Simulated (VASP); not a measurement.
# SiC3 (P-4m2) in VASP: further runs

SiC3 is run at these levels: PBE; tasks: single point, relaxation of cell and atoms.

Program: VASP 6.6.1. These are calculated values, not measurements. Logs are shortened: lines on timing, memory, paths and dates and some standing lists are left out, and cuts for length are marked.

## (1) The cell of the first run

The structure is tetragonal, space group P-4m2 (No. 115). The conventional cell has a = 2.805 Å, b = 2.805 Å, c = 4.112 Å, α = 90.00°, β = 90.00°, γ = 90.00°. Within 2.4 Å of Si (site symmetry -4m2) lie 4 C at 1.84 Å. Within 2.2 Å of C (site symmetry -4m2) lie 4 C at 1.65 Å. Within 2.2 Å of C (site symmetry 2mm) lie 2 C at 1.65 Å and 2 Si at 1.84 Å.

## (2) Single point, PBE

Contents of INCAR:

```
SYSTEM = SiC3
PREC     = Accurate       ! precision mode
ENCUT    = 520            ! plane-wave cutoff, eV
EDIFF    = 1E-6           ! SCF threshold, eV
ISMEAR   = 0              ! smearing method
SIGMA    = 0.1            ! smearing width, eV
LREAL    = .FALSE.        ! projectors in reciprocal space
LASPH    = .TRUE.         ! aspherical terms in the spheres
NELM     = 80             ! most SCF steps
ALGO     = Normal         ! electronic algorithm
ISIF     = 2              ! what is computed and relaxed
LWAVE    = .FALSE.        ! write WAVECAR
LCHARG   = .FALSE.        ! write CHGCAR
GGA      = PE             ! functional
NBANDS   = 16             ! bands
```

Contents of KPOINTS:

```
regular mesh
0
G
  6 6 4
  0 0 0
```

Contents of POSCAR:

```
SiC3
1.0
    2.8046559987      0.0000000000      0.0000000000
    0.0000000000      2.8046559987      0.0000000000
    0.0000000000      0.0000000000      4.1121382566
Si C
1 3
Direct
    0.0000000000      0.0000000000      0.5000000000
    0.5000000000      0.5000000000      0.0000000000
    0.5000000000      0.0000000000      0.7879809563
    0.0000000000      0.5000000000      0.2120190437
```

Potentials or basis: VASP PAW PBE potentials, release 64 (Si, C).

Command:

```sh
$ cat potpaw_PBE.64/Si/POTCAR potpaw_PBE.64/C/POTCAR > POTCAR
$ mpirun -np 1 vasp_std > vasp.out
```

OUTCAR:

```text
SYSTEM = SiC3
   PREC = Accurate
   ENCUT = 520
   EDIFF = 1E-6
   ISMEAR = 0
   LREAL = .FALSE.
   LASPH = .TRUE.
   NELM = 80
   ISIF = 2
   GGA = PE

 ion  position               nearest neighbor table
   1  0.000  0.000  0.500-   3 1.84   4 1.84   4 1.84   3 1.84
   2  0.500  0.500  0.000-   3 1.65   4 1.65   3 1.65   4 1.65
   3  0.500  0.000  0.788-   2 1.65   2 1.65   1 1.84   1 1.84
   4  0.000  0.500  0.212-   2 1.65   2 1.65   1 1.84   1 1.84

  LATTYP: Found a simple tetragonal cell.
 ALAT       =     2.8046559987
 C/A-ratio  =     1.4661827541

  Lattice vectors:

 A1 = (   2.8046559987,   0.0000000000,   0.0000000000)
 A2 = (   0.0000000000,   2.8046559987,   0.0000000000)
 A3 = (   0.0000000000,   0.0000000000,   4.1121382566)

Analysis of symmetry for initial positions (statically):
=====================================================================
 Subroutine PRICEL returns:
 Original cell was already a primitive cell.

 Routine SETGRP: Setting up the symmetry group for a
 simple tetragonal supercell.

 Subroutine GETGRP returns: Found  8 space group operations
 (whereof  8 operations were pure point group operations)
 out of a pool of 16 trial point group operations.

The static configuration has the point symmetry D_2d.

Analysis of symmetry for dynamics (positions and initial velocities):
=====================================================================
 Subroutine PRICEL returns:
 Original cell was already a primitive cell.

 Routine SETGRP: Setting up the symmetry group for a
 simple tetragonal supercell.

 Subroutine GETGRP returns: Found  8 space group operations
 (whereof  8 operations were pure point group operations)
 out of a pool of 16 trial point group operations.

The dynamic configuration has the point symmetry D_2d.

 Subroutine INISYM returns: Found  8 space group operations
 (whereof  8 operations are pure point group operations),
 and found     1 'primitive' translations

----------------------------------------------------------------------------------------

                                     Primitive cell

  volume of cell :      32.3465

  direct lattice vectors                    reciprocal lattice vectors
     2.804655999  0.000000000  0.000000000     0.356549966  0.000000000  0.000000000
     0.000000000  2.804655999  0.000000000     0.000000000  0.356549966  0.000000000
     0.000000000  0.000000000  4.112138257     0.000000000  0.000000000  0.243182485

  length of vectors
     2.804655999  2.804655999  4.112138257     0.356549966  0.356549966  0.243182485

  position of ions in fractional coordinates (direct lattice)
     0.000000000  0.000000000  0.500000000
     0.500000000  0.500000000  0.000000000
     0.500000000  0.000000000  0.787980956
     0.000000000  0.500000000  0.212019044

  ion indices of the primitive-cell ions
   primitive index   ion index
                 1           1
                 2           2
                 3           3
                 4           4

----------------------------------------------------------------------------------------

 KPOINTS: regular mesh

Automatic generation of k-mesh.
 Grid dimensions read from file:
 generate k-points for:    6    6    4

 Generating k-lattice:

  Cartesian coordinates                     Fractional coordinates (reciprocal lattice)
     0.059424994  0.000000000  0.000000000     0.166666667  0.000000000  0.000000000
     0.000000000  0.059424994  0.000000000     0.000000000  0.166666667  0.000000000
     0.000000000  0.000000000  0.060795621     0.000000000  0.000000000  0.250000000

  Length of vectors
     0.059424994  0.059424994  0.060795621

  Shift w.r.t. Gamma in fractional coordinates (k-lattice)
     0.000000000  0.000000000  0.000000000

 Subroutine IBZKPT returns following result:
 ===========================================

 Found     30 irreducible k-points:

 Following reciprocal coordinates:
            Coordinates               Weight
  0.000000  0.000000  0.000000      1.000000
  0.166667  0.000000  0.000000      4.000000
  0.333333  0.000000  0.000000      4.000000
  0.500000  0.000000  0.000000      2.000000
  0.166667  0.166667  0.000000      4.000000
  0.333333  0.166667  0.000000      8.000000
[... 16 lines left out ...]
  0.333333  0.000000  0.500000      4.000000
  0.500000  0.000000  0.500000      2.000000
 [... further k-points ...]
   k-points           NKPTS =     30   k-points in BZ     NKDIM =     30   number of bands    NBANDS=     16
   number of dos      NEDOS =    301   number of ions     NIONS =      4
   total plane-waves  NPLWV =  18432
   dimension x,y,z NGX =    24 NGY =   24 NGZ =   32
   dimension x,y,z NGXF=    48 NGYF=   48 NGZF=   64
   ions per type =               1   3
   NGX,Y,Z   is equivalent  to a cutoff of  14.23, 14.23, 12.94 a.u.
   NGXF,Y,Z  is equivalent  to a cutoff of  28.45, 28.45, 25.87 a.u.
 SYSTEM =  SiC3
   PREC   = accura    normal or accurate (medium, high low for compatibility)
   ISTART =      0    job   : 0-new  1-cont  2-samecut
   ICHARG =      2    charge: 1-file 2-atom 10-const
   ISPIN  =      1    spin polarized calculation?
   LNONCOLLINEAR =      F non collinear calculations
   LSORBIT =      F    spin-orbit coupling
   LASPH  =      T    aspherical Exc in radial PAW
   ENCUT  =  520.0 eV  38.22 Ry    6.18 a.u.   5.21  5.21  7.65*2*pi/ulx,y,z
   NELM   =     80;   NELMIN=  2; NELMDL= -5     # of ELM steps
   EDIFF  = 0.1E-05   stopping-criterion for ELM
   LREAL  =      F    real-space projection
   EDIFFG = 0.1E-04   stopping-criterion for IOM
   NSW    =      0    number of steps for IOM
   IBRION =     -1    ionic relax: 0-MD 1-quasi-New 2-CG
   NFREE  =      0    steps in history (QN), initial steepest desc. (CG)
   ISIF   =      2    stress and relaxation
   ISYM   =      2    0-nonsym 1-usesym 2-fastsym
   POTIM  = 0.5000    time-step for ionic-motion
   TEBEG  =    0.0;   TEEND  =   0.0 temperature during run
   PSTRESS=    0.0 pullay stress
   NELECT =      16.0000    total number of electrons
   NUPDOWN=      -1.0000    fix difference up-down
   EMIN   =  10.00;   EMAX   =-10.00  energy-range for DOS
   EFERMI =   0.00;   METHOD = LEGACY
   ISMEAR =     0;   SIGMA  =   0.10  broadening in eV -4-tet -1-fermi 0-gaus
   EFERMI_NEDOS =   21; number of points for ismear=-14 and -15
   IALGO  =     38    algorithm
   IMIX   =      4    mixing-type and parameters
     AMIX     =   0.40;   BMIX     =  1.00
     AMIX_MAG =   1.60;   BMIX_MAG =  1.00
  volume/ion in A,a.u.               =       8.09        54.57
  Fermi-wavevector in a.u.,A,eV,Ry     =   1.294710  2.446647 22.807094  1.676274
  Thomas-Fermi vector in A             =   2.426276
   LORBIT       =      0    0 simple, 1 ext, 2 COOP (PROOUT), +10 PAW based schemes
   GGA     = PE    functional components
   LHFCALC =     F    Hartree Fock is set to
   AEXX    =    0.0000 exact exchange contribution
   IVDW    =     0    specifies the selected vdW correction
   LEPSILON=     F    determine dielectric tensor
   LRPA    =     F    only Hartree local field effects (RPA)
 non-spin polarized calculation
 Gauss-broadening in eV      SIGMA  =   0.10
  energy-cutoff  :      520.00
  volume of cell :       32.35
 maximum number of plane-waves:       888
 NGX is ok and might be reduce to    24
   NGX = 11   NGY = 11   NGZ = 15

 number of electron      15.9999999 magnetization

 Free energy of the ion-electron system (eV)
  ---------------------------------------------------
  ext. energy  EPLUGINS =         0.00000000
  ---------------------------------------------------
  free energy    TOTEN  =       -31.08137761 eV

  energy without entropy =      -31.08137761  energy(sigma->0) =      -31.08137761

 E-fermi :   9.7590     XC(G=0): -12.0515

 val. band max:        9.3205480492   @ k =   0.0000   0.0000   0.0000
 cond. band min:      10.9176355020   @ k =   0.5000   0.5000   0.0000
 fundamental gap:      1.5970874528
 Fermi energy:         9.7590436838

 k-point     1 :       0.0000    0.0000    0.0000
  band No.  band energies     occupation
      1      -9.3081      2.00000
      2      -2.7409      2.00000
      3      -1.4929      2.00000
      4       3.8678      2.00000
      5       3.8678      2.00000
      6       8.6346      2.00000
[... 8 lines left out ...]
     15      22.5504      0.00000
     16      23.8214      0.00000

 k-point     2 :       0.1667    0.0000    0.0000
  band No.  band energies     occupation
      1      -8.8940      2.00000
      2      -2.5886      2.00000
      3      -1.2118      2.00000
      4       2.2245      2.00000
      5       4.1446      2.00000
      6       7.3299      2.00000
[... 8 lines left out ...]
     15      22.9776      0.00000
     16      23.0299      0.00000

 k-point     3 :       0.3333    0.0000    0.0000
  band No.  band energies     occupation
      1      -7.6956      2.00000
      2      -3.2732      2.00000
      3      -0.4979      2.00000
      4       1.2921      2.00000
      5       4.5244      2.00000
      6       4.8273      2.00000
[... 8 lines left out ...]
     15      21.0654      0.00000
     16      22.2944      0.00000

 k-point     4 :       0.5000    0.0000    0.0000
  band No.  band energies     occupation
      1      -6.3303      2.00000
      2      -4.8896      2.00000
      3       0.3866      2.00000
      4       2.5172      2.00000
      5       2.8717      2.00000
      6       3.1157      2.00000
[... 8 lines left out ...]
     15      20.5292      0.00000
     16      21.7178      0.00000
[... 324 lines left out ...]
 k-point    22 :       0.1667    0.0000    0.5000
  band No.  band energies     occupation
      1      -7.8977      2.00000
      2      -5.9845      2.00000
      3       1.9115      2.00000
      4       3.5023      2.00000
      5       4.5359      2.00000
      6       5.6390      2.00000
[... 8 lines left out ...]
     15      19.7674      0.00000
     16      20.8957      0.00000

 k-point    23 :       0.3333    0.0000    0.5000
  band No.  band energies     occupation
      1      -6.8309      2.00000
      2      -4.8535      2.00000
      3      -0.9208      2.00000
      4       0.8753      2.00000
      5       5.0771      2.00000
      6       6.1585      2.00000
[... 8 lines left out ...]
     15      19.5891      0.00000
     16      21.5285      0.00000

 k-point    24 :       0.5000    0.0000    0.5000
  band No.  band energies     occupation
      1      -5.8365      2.00000
      2      -4.1146      2.00000
      3      -1.9514      2.00000
      4      -1.1748      2.00000
      5       5.3999      2.00000
      6       6.5995      2.00000
[... 8 lines left out ...]
     15      20.5138      0.00000
     16      21.8786      0.00000

 [... further k-points ...]

------------------------ aborting loop because EDIFF is reached ----------------------------------------

  FORCE on cell =-STRESS in cart. coord.  units (eV):
  Direction    XX          YY          ZZ          XY          YZ          ZX
  --------------------------------------------------------------------------------------
  -------------------------------------------------------------------------------------
  Total       -0.0579850     -0.0579850     -0.0738744      0.0000000     -0.0000000      0.0000000
  in kB       -2.8720976     -2.8720976     -3.6591284      0.0000000     -0.0000000      0.0000000
  external PRESSURE =      -3.1344412 kB  Pullay stress =       0.0000000 kB

 VOLUME and BASIS-vectors are now :
 -----------------------------------------------------------------------------
  energy-cutoff  :      520.00
  volume of cell :       32.35
      direct lattice vectors                 reciprocal lattice vectors
     2.804655999  0.000000000  0.000000000     0.356549966  0.000000000  0.000000000
     0.000000000  2.804655999  0.000000000     0.000000000  0.356549966  0.000000000
     0.000000000  0.000000000  4.112138257     0.000000000  0.000000000  0.243182485

 POSITION                                       TOTAL-FORCE (eV/Angst)
 -----------------------------------------------------------------------------------
      0.00000      0.00000      2.05607        -0.000000      0.000000      0.000000
      1.40233      1.40233      0.00000         0.000000     -0.000000      0.000000
      1.40233      0.00000      3.24029        -0.000000      0.000000     -0.017367
      0.00000      1.40233      0.87185        -0.000000      0.000000      0.017367
 -----------------------------------------------------------------------------------
    total drift:                                0.000000     -0.000000     -0.000000

  FREE ENERGIE OF THE ION-ELECTRON SYSTEM (eV)
  ---------------------------------------------------
  free  energy   TOTEN  =       -31.0813776117 eV

  energy  without entropy=      -31.0813776117  energy(sigma->0) =      -31.08137761
```

Wall time 13 s (1 thread of Intel Xeon 6975P-C, shared host); peak memory 0.14 GiB.

Results:

```yaml
Free_energy: -31.0814 eV
Pressure: -0.3 GPa
Largest_force: 0.017 eV/Å
Band_gap_on_the_k_mesh: 1.60 eV, indirect (least direct gap 1.79 eV)
```

Forces on the atoms (eV/Å):
```
Si   0.000  0.000  0.000
C    0.000  0.000  0.000
C    0.000  0.000 -0.017
C    0.000  0.000  0.017
```

A k mesh can miss the band edges. A hybrid or GW would open this gap; PBE tends to underestimate it.

## (3) Single point, PBE

This run uses another cell than the first one, of 13.41 Å³/atom, 1.658 times its volume.

Contents of INCAR:

```
SYSTEM = SiC3
ALGO = Normal
EDIFF = 1E-6
ENCUT = 520
GGA = PE
ISIF = 2
ISMEAR = 0
LASPH = .TRUE.
LCHARG = .FALSE.
LREAL = .FALSE.
LWAVE = .FALSE.
NBANDS = 16
NELM = 80
PREC = Accurate
SIGMA = 0.1
```

Contents of KPOINTS:

```
k-points
0
G
  6 6 4
  0 0 0
```

Contents of POSCAR:

```
SiC3
1.0
    3.3598528600      0.0000000000      0.0000000000
    0.0000000000      3.3598528600      0.0000000000
    0.0000000000      0.0000000000      4.7515494800
Si C
1 3
Direct
    0.0000000000      0.0000000000      0.5000000000
    0.5000000000      0.5000000000      0.0000000000
    0.5000000000      0.0000000000      0.7500000000
    0.0000000000      0.5000000000      0.2500000000
```

Potentials or basis: VASP PAW PBE potentials, release 64 (Si, C).

Command:

```sh
$ cat potpaw_PBE.64/Si/POTCAR potpaw_PBE.64/C/POTCAR > POTCAR
$ mpirun -np 1 vasp_std > vasp.out
```

Run time: 24 s. Hardware: 1 thread of Intel Xeon 6975P-C, shared host; peak memory 0.17 GiB.

The run converged. Its results:

- Free energy: -26.0761 eV
- Pressure: -45.2 GPa
- Largest force: 0.893 eV/Å
- Band gap on the k mesh: 0.42 eV, indirect (least direct gap 0.71 eV)

Forces on the atoms (eV/Å):
```
Si   0.000  0.000  0.000
C    0.000  0.000  0.000
C    0.000  0.000  0.893
C    0.000  0.000 -0.893
```

Stress tensor (GPa, compression positive):
```
-43.70   0.00   0.00
  0.00 -43.70   0.00
  0.00   0.00 -48.11
```

Levels at points of the mesh, in eV from the valence-band top:
| k point | band 5 | band 6 | band 7 | band 8 | band 9 | band 10 | band 11 | band 12 |
| --- | --- | --- | --- | --- | --- | --- | --- | --- |
| (0.00, 0.00, 0.00) | -2.74 | -0.34 | 0.00 | 0.00 | 0.71 | 2.64 | 3.69 | 3.69 |
| (0.50, 0.00, 0.00) | -3.62 | -3.38 | -1.39 | -1.10 | 2.47 | 4.46 | 4.66 | 4.73 |
| (0.50, 0.50, 0.00) | -2.81 | -2.74 | -2.74 | -2.64 | 1.24 | 2.16 | 2.16 | 4.75 |
| (0.00, 0.00, 0.50) | -1.89 | -1.89 | -1.50 | -1.50 | 1.81 | 2.29 | 4.53 | 4.91 |
| (0.50, 0.00, 0.50) | -1.32 | -1.30 | -1.16 | -1.04 | 0.42 | 3.45 | 4.23 | 4.86 |
| (0.50, 0.50, 0.50) | -3.76 | -3.54 | -3.54 | -3.46 | 4.01 | 5.09 | 5.09 | 5.15 |

A k mesh can miss the band edges. Expect the measured gap to be larger: semilocal functionals such as PBE lack the derivative discontinuity.

(Part 1 of 2 ends here.)
